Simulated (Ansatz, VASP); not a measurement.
**Sb in VASP and in Ansatz**

INCAR

```
SYSTEM = Sb
ALGO = Normal
EDIFF = 1E-6
ENCUT = 520
GGA = PE
GGA_COMPAT = .False.
ISIF = 2
ISMEAR = -1
LASPH = .True.
LCHARG = .False.
LORBIT = 11
LORBMOM = .True.
LREAL = .False.
LSORBIT = .True.
LWAVE = .False.
MAGMOM = 0 0 0 0 0 0
NBANDS = 22
NELM = 150
PREC = Accurate
SIGMA = 0.05
```

KPOINTS

```
k-points
0
Gamma
  8 8 8
  0 0 0
```

File POSCAR:

```
Sb
1.0
    2.1542000000      1.2437279499      3.7580000000
   -2.1542000000      1.2437279499      3.7580000000
    0.0000000000     -2.4874558998      3.7580000000
Sb
2
Direct
    0.7665100000      0.7665100000      0.7665100000
    0.2334900000      0.2334900000      0.2334900000
```

The input input.yaml:

```yaml
crystal:
  lattice:
    - [2.1542, 1.2437279499, 3.758]
    - [-2.1542, 1.2437279499, 3.758]
    - [0.0, -2.4874558998, 3.758]
  atoms:
    - { symbol: Sb, position: [0.76651, 0.76651, 0.76651] }
    - { symbol: Sb, position: [0.23349, 0.23349, 0.23349] }
hamiltonian:
  xc: pbe
  pseudopotentials: { kind: paw_fr }
magnetization:
  noncollinear: true
  spin_orbit: true
kpoints:
  mp_grid: { grid: [8, 8, 8] }
  band_path:
    path:
      - [[0.0, 0.0, 0.0], [0.5, 0.0, 0.0], [0.5, 0.2396873643, -0.2396873643]]
      - [[0.7603126357, 0.5, 0.2396873643], [0.5, 0.5, 0.5], [0.0, 0.0, 0.0], [0.3698436821, 0.0, -0.3698436821]]
      - [[0.6301563179, 0.3698436821, 0.0], [0.5, 0.5, 0.0], [0.6301563179, 0.6301563179, 0.2396873643], [0.5, 0.5, 0.5]]
      - [[0.5, 0.0, 0.0], [0.7603126357, 0.3698436821, 0.3698436821]]
    npoints: 14
scf:
  occupations: { method: fermi_dirac, width: 0.05 }
  n_extra_bands: 6
output:
  forces: true
  stress: true
  eigenvalues: true
  fatbands: false
```

Alike in both runs: functional PBE; k mesh 8 × 8 × 8; occupations fermi-dirac, width 0.05 eV; non-collinear spin, spin-orbit coupling.

|  | VASP | Ansatz |
| --- | --- | --- |
| version | VASP 6.6.1 | Ansatz 0.2.0 |
| potentials or method | VASP PAW PBE potentials, release 64 (Sb) | Ansatz PAW |
| plane-wave cutoff (eV) | 520 | 420 |
| valence electrons in the cell | 10 | 30 |
| task | single point | band structure |

Ansatz gave:

- pressure (GPa): 2.8
- traceless stress, the component that is largest in VASP (GPa): -0.42
- rms of the force components (eV/Å): 0.090
- net moment per atom (μB): 0.00

Problem. What did VASP give for the same quantities?

Solution. Pressure (GPa): 2.9; traceless stress, the component that is largest in VASP (GPa): -0.46; rms of the force components (eV/Å): 0.118; net moment per atom (μB): 0.00.

Atom by atom the forces differ by 0.028 eV/Å (rms over components). VASP's potentials hold 10 valence electrons a cell and Ansatz's 30, so a difference there can come from the potentials and not from the codes.
